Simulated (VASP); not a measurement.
# Li3ZrN2 (I4/mmm) in VASP: notebook, part 2 of 3

VASP 6.6.1.

**4. Relaxation of cell and atoms, PBE**

This run uses another cell than the first one, of 14.43 Å³/atom.

Contents of INCAR:

```
PREC = Accurate
ENCUT = 600
EDIFF = 1E-7
ISMEAR = 0
SIGMA = 0.1
LREAL = False
LASPH = True
NELM = 100
ALGO = Normal
ISIF = 3
LWAVE = False
LCHARG = False
GGA = PE
IBRION = 2
NSW = 90
EDIFFG = -0.04
```

Contents of KPOINTS:

```
Automatic mesh
0
Gamma
  6 6 6
```

Contents of POSCAR:

```
Li3ZrN2
1.0
   -2.1396519800      2.1396519800      4.7271626200
    2.1396519800     -2.1396519800      4.7271626200
    2.1396519800      2.1396519800     -4.7271626200
Li Zr N
3 1 2
Direct
    0.0000000000      0.0000000000      0.0000000000
    0.2500000000      0.7500000000      0.5000000000
    0.7500000000      0.2500000000      0.5000000000
    0.5000000000      0.5000000000      0.0000000000
    0.2001489000      0.2001489000      0.0000000000
    0.7998511000      0.7998511000      0.0000000000
```

Potentials or basis: VASP PAW PBE potentials, release 64 (Li_sv, Zr_sv, N).

Started as:

```sh
> cat potpaw_PBE.64/Li_sv/POTCAR potpaw_PBE.64/Zr_sv/POTCAR potpaw_PBE.64/N/POTCAR > POTCAR
> mpirun -np 1 vasp_std > vasp.out
```

OUTCAR:

```text
PREC = Accurate
   ENCUT = 600
   EDIFF = 1E-7
   ISMEAR = 0
   LREAL = False
   LASPH = True
   NELM = 100
   ISIF = 3
   GGA = PE
   IBRION = 2
   NSW = 90
   EDIFFG = -0.04

 ion  position               nearest neighbor table
   1  0.000  0.000  0.000-   5 1.89   6 1.89   4 3.03   4 3.03   4 3.03   4 3.03
   2  0.250  0.750  0.500-   6 2.19   5 2.19   6 2.19   5 2.19   4 3.19   4 3.19   4 3.19   4 3.19

   3  0.750  0.250  0.500-   6 2.19   5 2.19   6 2.19   5 2.19   4 3.19   4 3.19   4 3.19   4 3.19

   4  0.500  0.500  0.000-   5 2.83   6 2.83   1 3.03   1 3.03   1 3.03   1 3.03   2 3.19   2 3.19
                             3 3.19   2 3.19   2 3.19   3 3.19   3 3.19   3 3.19
   5  0.200  0.200  0.000-   1 1.89   2 2.19   3 2.19   2 2.19   3 2.19   4 2.83
   6  0.800  0.800  0.000-   1 1.89   2 2.19   3 2.19   3 2.19   2 2.19   4 2.83

  LATTYP: Found a body centered tetragonal cell.
 ALAT       =     4.2793039600
 C/A-ratio  =     2.2093137876

  Lattice vectors:

 A1 = (  -2.1396519800,   2.1396519800,   4.7271626200)
 A2 = (   2.1396519800,  -2.1396519800,   4.7271626200)
 A3 = (   2.1396519800,   2.1396519800,  -4.7271626200)

Analysis of symmetry for initial positions (statically):
=====================================================================
 Subroutine PRICEL returns:
 Original cell was already a primitive cell.

 Routine SETGRP: Setting up the symmetry group for a
 body centered tetragonal supercell.

 Subroutine GETGRP returns: Found 16 space group operations
 (whereof 16 operations were pure point group operations)
 out of a pool of 16 trial point group operations.
[... 287 lines left out ...]
  free  energy   TOTEN  =       -30.3961401516 eV

  energy  without entropy=      -30.3761089470  energy(sigma->0) =      -30.38612455

 E-fermi :   4.7744     XC(G=0): -10.1775

 val. band max:        4.7456623482   @ k =  -0.3333  -0.3333   0.1667
 cond. band min:       4.8167238066   @ k =   0.1667   0.1667  -0.0000
 fundamental gap:      0.0710614584
 Fermi energy:         4.7743739319

 k-point     1 :       0.0000    0.0000    0.0000
  band No.  band energies     occupation
      1     -43.9077      2.00000
      2     -39.6733      2.00000
      3     -39.1795      2.00000
      4     -39.1550      2.00000
      5     -22.1060      2.00000
      6     -22.1060      2.00000
[... 517 lines left out ...]
     18       6.3167      0.00000
     19       8.0937      0.00000

 [... further k-points ...]

[... ionic steps 4 to 14 ...]

--------------------------------------- Ionic step       15  -------------------------------------------

 number of electron      30.9999995 magnetization

------------------------ aborting loop because EDIFF is reached ----------------------------------------
[... 75 lines left out ...]
--------------------------------------- Ionic step       17  -------------------------------------------

 number of electron      30.9999995 magnetization

 Free energy of the ion-electron system (eV)
  ---------------------------------------------------
  ext. energy  EPLUGINS =         0.00000000
  ---------------------------------------------------
  free energy    TOTEN  =       -31.47830099 eV

  energy without entropy =      -31.46597513  energy(sigma->0) =      -31.47213806

 E-fermi :   4.0055     XC(G=0):  -9.7170

 val. band max:        4.0029837984   @ k =   0.1667   0.1667   0.1667
 cond. band min:       4.0582132871   @ k =  -0.3333  -0.3333   0.1667
 fundamental gap:      0.0552294887
 Fermi energy:         4.0055151090

 k-point     1 :       0.0000    0.0000    0.0000
  band No.  band energies     occupation
      1     -44.8133      2.00000
      2     -40.3233      2.00000
      3     -40.3045      2.00000
      4     -40.2736      2.00000
      5     -23.0255      2.00000
      6     -23.0255      2.00000
[... 552 lines left out ...]
  FREE ENERGIE OF THE ION-ELECTRON SYSTEM (eV)
  ---------------------------------------------------
  free  energy   TOTEN  =       -31.4783009878 eV

  energy  without entropy=      -31.4659751288  energy(sigma->0) =      -31.47213806

 reached required accuracy - stopping structural energy minimisation
```

CONTCAR:

```text
Li3ZrN2
   1.00000000000000
    -2.1938215578951623    2.1938215578951623    3.9501926621364301
     2.1938215578951623   -2.1938215578951623    3.9501926621364301
     2.1938215578951623    2.1938215578951623   -3.9501926621364301
  Li              Zr              N
     3     1     2
Direct
     0.0000000000000000    0.0000000000000000    0.0000000000000000
     0.2500000000000000    0.7500000000000000    0.5000000000000000
     0.7500000000000000    0.2500000000000000    0.5000000000000000
     0.5000000000000000    0.5000000000000000    0.0000000000000000
     0.2420336641138604    0.2420336641138604    0.0000000000000000
     0.7579663358861397    0.7579663358861397    0.0000000000000000

  0.00000000E+00  0.00000000E+00  0.00000000E+00
  0.00000000E+00  0.00000000E+00  0.00000000E+00
  0.00000000E+00  0.00000000E+00  0.00000000E+00
  0.00000000E+00  0.00000000E+00  0.00000000E+00
  0.00000000E+00  0.00000000E+00  0.00000000E+00
  0.00000000E+00  0.00000000E+00  0.00000000E+00
```

Run time: 26 min. Hardware: 1 thread of Intel Xeon Platinum 8124M at 3.00GHz (Skylake/Cascade Lake), shared host; peak memory 0.39 GiB.

Results:

| Quantity | Value |
| --- | --- |
| Free energy | -31.4783 eV |
| Relaxed volume | 12.67 Å³/atom |
| Relaxed cell | a = 5.023 Å, b = 5.023 Å, c = 5.023 Å, α = 128.21°, β = 128.21°, γ = 76.29° |
| Space group after relaxing (to 0.1 Å) | I4/mmm (No. 139) |
| Energy gained by relaxing | 464.7 meV/atom |
| Ionic steps | 17 |
| Pressure after relaxing | -0.2 GPa |
| Largest force after relaxing | 0.036 eV/Å |
| Band gap on the k mesh | zero (an odd number of electrons rules out a gap without spin polarisation) |

Forces on the atoms (eV/Å):
```
Li   0.000  0.000  0.000
Li   0.000  0.000  0.000
Li   0.000  0.000  0.000
Zr   0.000  0.000  0.000
N    0.000  0.000 -0.036
N    0.000  0.000  0.036
```

Step by step:
```tsv
step	energy change (eV)	largest force (eV/Å)	pressure (GPa)	volume (Å³)
1	0.0000	0.4078	-15.38	86.57
2	-1.5178	1.5842	-7.20	70.26
3	-1.7060	2.1530	-0.18	64.86
4	-1.7076	2.2360	1.05	64.13
5	-2.0393	1.0735	8.14	61.26
6	-2.0570	0.3747	13.68	59.81
7	-2.2577	0.6365	14.53	61.70
8	-2.2776	1.2320	15.67	62.63
9	-2.6437	0.4233	5.53	68.58
10	-2.6970	0.4733	-3.81	77.46
11	-2.7300	0.1721	-0.96	74.17
12	-2.7742	0.1324	-0.25	75.37
13	-2.7793	0.3019	0.15	75.93
14	-2.7841	0.1713	-0.23	76.12
15	-2.7866	0.0123	-0.74	76.40
16	-2.7881	0.0440	-0.09	75.98
17	-2.7881	0.0355	-0.19	76.05
```

Final structure:
```cif
data_structure
_symmetry_space_group_name_H-M 'P 1'
_symmetry_Int_Tables_number 1
_cell_length_a 5.0229
_cell_length_b 5.0229
_cell_length_c 5.0229
_cell_angle_alpha 128.205
_cell_angle_beta 128.205
_cell_angle_gamma 76.293
_cell_volume 76.05
loop_
_atom_site_label
_atom_site_type_symbol
_atom_site_fract_x
_atom_site_fract_y
_atom_site_fract_z
_atom_site_occupancy
Li1 Li 0.00000 0.00000 0.00000 1
Li2 Li 0.25000 0.75000 0.50000 1
Li3 Li 0.75000 0.25000 0.50000 1
Zr1 Zr 0.50000 0.50000 0.00000 1
N1 N 0.24203 0.24203 0.00000 1
N2 N 0.75797 0.75797 0.00000 1
```

Caveat: the cutoff is under 1.25 times the usual one of these potentials, so pressure, stress and relaxed cells hold a basis-set (Pulay) error.

**5. Single point, PBE**

This run uses another cell than the first one, of 12.61 Å³/atom.

Contents of INCAR:

```
SYSTEM = Li3ZrN2
PREC = Accurate
ENCUT = 520
EDIFF = 1E-7
ISMEAR = 0
SIGMA = 0.1
LREAL = .FALSE.
LASPH = .TRUE.
NELM = 80
ALGO = Normal
ISIF = 2
LWAVE = .FALSE.
LCHARG = .FALSE.
GGA = PE
NBANDS = 24
```

Contents of KPOINTS:

```
regular mesh
0
G
  12 12 12
  0 0 0
```

Contents of POSCAR:

```
Li3ZrN2
1.0
   -2.1914216012      2.1914216012      3.9386354993
    2.1914216012     -2.1914216012      3.9386354993
    2.1914216012      2.1914216012     -3.9386354993
Li Zr N
3 1 2
Direct
    0.0000000000      0.0000000000      0.0000000000
    0.2500000000      0.7500000000      0.5000000000
    0.7500000000      0.2500000000      0.5000000000
    0.5000000000      0.5000000000      0.0000000000
    0.2408488497      0.2408488497      0.0000000000
    0.7591511503      0.7591511503      0.0000000000
```

Potentials or basis: VASP PAW PBE potentials, release 64 (Li_sv, Zr_sv, N).

Started as:

```sh
> cat potpaw_PBE.64/Li_sv/POTCAR potpaw_PBE.64/Zr_sv/POTCAR potpaw_PBE.64/N/POTCAR > POTCAR
> mpirun -np 1 vasp_std > vasp.out
```

OUTCAR:

```text
SYSTEM = Li3ZrN2
   PREC = Accurate
   ENCUT = 520
   EDIFF = 1E-7
   ISMEAR = 0
   LREAL = .FALSE.
   LASPH = .TRUE.
   NELM = 80
   ISIF = 2
   GGA = PE

 ion  position               nearest neighbor table
   1  0.000  0.000  0.000-   5 1.90   6 1.90   4 3.10   4 3.10   4 3.10   4 3.10
   2  0.250  0.750  0.500-   4 2.95   4 2.95   4 2.95   4 2.95
   3  0.750  0.250  0.500-   4 2.95   4 2.95   4 2.95   4 2.95
   4  0.500  0.500  0.000-   5 2.04   6 2.04   2 2.95   3 2.95   2 2.95   3 2.95   2 2.95   3 2.95
                             2 2.95   3 2.95   1 3.10   1 3.10   1 3.10   1 3.10
   5  0.241  0.241  0.000-   1 1.90   4 2.04
   6  0.759  0.759  0.000-   1 1.90   4 2.04

  LATTYP: Found a body centered tetragonal cell.
 ALAT       =     4.3828432024
 C/A-ratio  =     1.7972970136

  Lattice vectors:

 A1 = (  -2.1914216012,   2.1914216012,   3.9386354993)
 A2 = (   2.1914216012,  -2.1914216012,   3.9386354993)
 A3 = (   2.1914216012,   2.1914216012,  -3.9386354993)

Analysis of symmetry for initial positions (statically):
=====================================================================
 Subroutine PRICEL returns:
 Original cell was already a primitive cell.

 Routine SETGRP: Setting up the symmetry group for a
 body centered tetragonal supercell.

 Subroutine GETGRP returns: Found 16 space group operations
 (whereof 16 operations were pure point group operations)
 out of a pool of 16 trial point group operations.

The static configuration has the point symmetry D_4h.

Analysis of symmetry for dynamics (positions and initial velocities):
=====================================================================
 Subroutine PRICEL returns:
 Original cell was already a primitive cell.

 Routine SETGRP: Setting up the symmetry group for a
 body centered tetragonal supercell.

 Subroutine GETGRP returns: Found 16 space group operations
 (whereof 16 operations were pure point group operations)
 out of a pool of 16 trial point group operations.

The dynamic configuration has the point symmetry D_4h.

 Subroutine INISYM returns: Found 16 space group operations
 (whereof 16 operations are pure point group operations),
 and found     1 'primitive' translations

----------------------------------------------------------------------------------------

                                     Primitive cell

  volume of cell :      75.6585

  direct lattice vectors                    reciprocal lattice vectors
    -2.191421601  2.191421601  3.938635499     0.000000000  0.228162395  0.126947518
     2.191421601 -2.191421601  3.938635499     0.228162395  0.000000000  0.126947518
     2.191421601  2.191421601 -3.938635499     0.228162395  0.228162395  0.000000000

  length of vectors
     5.011736911  5.011736911  5.011736911     0.261101035  0.261101035  0.322670353

  position of ions in fractional coordinates (direct lattice)
     0.000000000  0.000000000  0.000000000
     0.250000000  0.750000000  0.500000000
     0.750000000  0.250000000  0.500000000
     0.500000000  0.500000000  0.000000000
     0.240848850  0.240848850  0.000000000
     0.759151150  0.759151150  0.000000000

  ion indices of the primitive-cell ions
   primitive index   ion index
                 1           1
                 2           2
[... 35 lines left out ...]
  0.166667  0.000000  0.000000      8.000000
  0.250000  0.000000 -0.000000      8.000000
  0.333333  0.000000  0.000000      8.000000
  0.416667  0.000000 -0.000000      8.000000
[... 16 lines left out ...]
  0.500000  0.166667  0.000000     16.000000
 -0.416667  0.166667  0.000000     16.000000
 [... further k-points ...]
   k-points           NKPTS =    163   k-points in BZ     NKDIM =    163   number of bands    NBANDS=     24
   number of dos      NEDOS =    301   number of ions     NIONS =      6
   total plane-waves  NPLWV =  64000
   dimension x,y,z NGX =    40 NGY =   40 NGZ =   40
   dimension x,y,z NGXF=    80 NGYF=   80 NGZF=   80
   ions per type =               3   1   2
   NGX,Y,Z   is equivalent  to a cutoff of  13.27, 13.27, 13.27 a.u.
   NGXF,Y,Z  is equivalent  to a cutoff of  26.54, 26.54, 26.54 a.u.
 SYSTEM =  Li3ZrN2
   PREC   = accura    normal or accurate (medium, high low for compatibility)
   ISTART =      0    job   : 0-new  1-cont  2-samecut
   ICHARG =      2    charge: 1-file 2-atom 10-const
   ISPIN  =      1    spin polarized calculation?
   LNONCOLLINEAR =      F non collinear calculations
   LSORBIT =      F    spin-orbit coupling
   LASPH  =      T    aspherical Exc in radial PAW
   ENCUT  =  520.0 eV  38.22 Ry    6.18 a.u.   9.32  9.32  9.32*2*pi/ulx,y,z
   NELM   =     80;   NELMIN=  2; NELMDL= -5     # of ELM steps
   EDIFF  = 0.1E-06   stopping-criterion for ELM
   LREAL  =      F    real-space projection
   EDIFFG = 0.1E-05   stopping-criterion for IOM
   NSW    =      0    number of steps for IOM
   IBRION =     -1    ionic relax: 0-MD 1-quasi-New 2-CG
   NFREE  =      0    steps in history (QN), initial steepest desc. (CG)
   ISIF   =      2    stress and relaxation
   ISYM   =      2    0-nonsym 1-usesym 2-fastsym
   POTIM  = 0.5000    time-step for ionic-motion
   TEBEG  =    0.0;   TEEND  =   0.0 temperature during run
   PSTRESS=    0.0 pullay stress
   NELECT =      31.0000    total number of electrons
   NUPDOWN=      -1.0000    fix difference up-down
   EMIN   =  10.00;   EMAX   =-10.00  energy-range for DOS
   EFERMI =   0.00;   METHOD = LEGACY
   ISMEAR =     0;   SIGMA  =   0.10  broadening in eV -4-tet -1-fermi 0-gaus
   EFERMI_NEDOS =   21; number of points for ismear=-14 and -15
   IALGO  =     38    algorithm
   IMIX   =      4    mixing-type and parameters
     AMIX     =   0.40;   BMIX     =  1.00
     AMIX_MAG =   1.60;   BMIX_MAG =  1.00
  volume/ion in A,a.u.               =      12.61        85.09
  Fermi-wavevector in a.u.,A,eV,Ry     =   1.215933  2.297779 20.116107  1.478492
  Thomas-Fermi vector in A             =   2.351303
   LORBIT       =      0    0 simple, 1 ext, 2 COOP (PROOUT), +10 PAW based schemes
   GGA     = PE    functional components
   LHFCALC =     F    Hartree Fock is set to
   AEXX    =    0.0000 exact exchange contribution
   IVDW    =     0    specifies the selected vdW correction
   LEPSILON=     F    determine dielectric tensor
   LRPA    =     F    only Hartree local field effects (RPA)
 non-spin polarized calculation
 Gauss-broadening in eV      SIGMA  =   0.10
  energy-cutoff  :      520.00
  volume of cell :       75.66
 maximum number of plane-waves:      2070
 NGX is ok and might be reduce to    40
   NGX = 19   NGY = 19   NGZ = 19

 number of electron      30.9999994 magnetization

 Free energy of the ion-electron system (eV)
  ---------------------------------------------------
  ext. energy  EPLUGINS =         0.00000000
  ---------------------------------------------------
  free energy    TOTEN  =       -31.45144381 eV

  energy without entropy =      -31.43585736  energy(sigma->0) =      -31.44365058

 E-fermi :   4.0566     XC(G=0):  -9.7382

 val. band max:        4.0564434838   @ k =  -0.0833   0.1667   0.0833
 cond. band min:       4.0608174511   @ k =  -0.2500   0.3333   0.1667
 fundamental gap:      0.0043739673
 Fermi energy:         4.0566122917

 k-point     1 :       0.0000    0.0000    0.0000
  band No.  band energies     occupation
      1     -44.7890      2.00000
      2     -40.2881      2.00000
      3     -40.2723      2.00000
      4     -40.1777      2.00000
      5     -22.9981      2.00000
      6     -22.9981      2.00000
[... 637 lines left out ...]
     23      12.2066      0.00000
     24      13.2920      0.00000

 [... further k-points ...]

------------------------ aborting loop because EDIFF is reached ----------------------------------------

  FORCE on cell =-STRESS in cart. coord.  units (eV):
  Direction    XX          YY          ZZ          XY          YZ          ZX
  --------------------------------------------------------------------------------------
  -------------------------------------------------------------------------------------
  Total       -0.0887145     -0.0887145      0.2112585      0.0000000     -0.0000000      0.0000000
  in kB       -1.8786561     -1.8786561      4.4737021      0.0000000     -0.0000000      0.0000000
  external PRESSURE =       0.2387966 kB  Pullay stress =       0.0000000 kB

 VOLUME and BASIS-vectors are now :
 -----------------------------------------------------------------------------
  energy-cutoff  :      520.00
  volume of cell :       75.66
      direct lattice vectors                 reciprocal lattice vectors
    -2.191421601  2.191421601  3.938635499     0.000000000  0.228162395  0.126947518
     2.191421601 -2.191421601  3.938635499     0.228162395  0.000000000  0.126947518
     2.191421601  2.191421601 -3.938635499     0.228162395  0.228162395  0.000000000

 POSITION                                       TOTAL-FORCE (eV/Angst)
 -----------------------------------------------------------------------------------
      0.00000      0.00000      0.00000         0.000000      0.000000     -0.000000
      2.19142      0.00000      1.96932         0.000000      0.000000     -0.000000
      0.00000      2.19142      1.96932         0.000000      0.000000     -0.000000
      0.00000      0.00000      3.93864         0.000000      0.000000      0.000000
      0.00000      0.00000      1.89723        -0.000000     -0.000000     -0.015465
      0.00000      0.00000      5.98004         0.000000      0.000000      0.015465
 -----------------------------------------------------------------------------------
    total drift:                               -0.000000      0.000000      0.000000

  FREE ENERGIE OF THE ION-ELECTRON SYSTEM (eV)
  ---------------------------------------------------
  free  energy   TOTEN  =       -31.4514438092 eV

  energy  without entropy=      -31.4358573582  energy(sigma->0) =      -31.44365058
```

stdout:

```text
POSCAR found type information on POSCAR LiZrN
 POSCAR found :  3 types and       6 ions
 scaLAPACK will be used
 LDA part: xc-table for (Slater+PW92), standard interpolation
 POSCAR, INCAR and KPOINTS ok, starting setup
 FFT: planning ... GRIDC
 FFT: planning ... GRID_SOFT
 FFT: planning ... GRID
 WAVECAR not read
 entering main loop
```

It took 7.6 min on 1 thread of Intel Xeon Platinum 8124M at 3.00GHz (Skylake/Cascade Lake), shared host; peak memory 0.44 GiB.

Results:

| Quantity | Value |
| --- | --- |
| Free energy | -31.4514 eV |
| Largest force | 0.015 eV/Å |
| Band gap on the k mesh | zero (an odd number of electrons rules out a gap without spin polarisation) |

Forces in eV/Å, atoms in the order of the input:
```
Li   0.000  0.000  0.000
Li   0.000  0.000  0.000
Li   0.000  0.000  0.000
Zr   0.000  0.000  0.000
N    0.000  0.000 -0.015
N    0.000  0.000  0.015
```

Levels at points of the mesh, in eV from the Fermi level:
```tsv
k point	band 13	band 14	band 15	band 16	band 17	band 18	band 19	band 20
(0.00, 0.00, 0.00)	-1.44	-0.35	-0.26	-0.26	-0.23	1.55	4.28	4.28
(0.50, 0.00, 0.00)	-1.54	-1.53	-0.99	-0.66	0.96	2.00	2.90	3.95
(0.50, 0.50, 0.00)	-0.74	-0.67	0.01	0.98	1.16	2.03	2.34	2.37
(0.50, 0.50, 0.50)	-1.05	-1.05	-0.55	-0.36	-0.27	1.74	3.26	3.26
```

Caveat: the cutoff is under 1.25 times the usual one of these potentials, so pressure, stress and relaxed cells hold a basis-set (Pulay) error.

[end of part 2 of 3]

The gap in the log of VASP goes by the Fermi energy; the results here count the filled bands.